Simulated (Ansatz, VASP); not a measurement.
Ba2Be: VASP beside Ansatz

```
CELL_PARAMETERS angstrom
5.34872 0.00000 0.00000
0.00000 5.34872 0.00000
0.00000 0.00000 8.33534
ATOMIC_POSITIONS crystal
Ba 0.00000 0.00000 0.00000
Ba 0.50000 0.50000 0.00000
Ba 0.00000 0.50000 0.61390
Ba 0.50000 0.00000 0.38610
Be 0.00000 0.50000 0.22799
Be 0.50000 0.00000 0.77201
```

Change from the starting cell: species swapped into the NdS2 type (P4/nmm, No. 129).

Alike in both runs: functional PBE; k mesh 4 × 4 × 2; occupations gaussian, width 0.1 eV; no spin polarisation.

Ansatz relaxed the structure, and its values are those at the end. VASP's run is a single point on that final structure, the one shown.

|  | VASP | Ansatz |
| --- | --- | --- |
| version | VASP 6.6.1 | Ansatz 0.2.0 |
| potentials or method | VASP PAW PBE potentials, release 64 (Ba_sv, Be), cutoff 520 eV | scalar-relativistic, plane waves, PAW |
| valence electrons in the cell | 44 | 44 |

|  | VASP | Ansatz | Ansatz less VASP |
| --- | --- | --- | --- |
| gap on the k mesh at the Fermi level (eV) | none | none | - |
| pressure (GPa) | 0.2 | 0.0 | -0.22 |
| rms of the force components (eV/Å) | 0.013 | 0.008 | -0.0046 |

A gap of «none» marks a metal or a gap that the smearing closes. The functional is the same, so the differences come from potentials, cutoffs and numerics.

The k mesh is coarse, so the values compare programs but aren't converged. Neither program's run includes spin-orbit coupling.
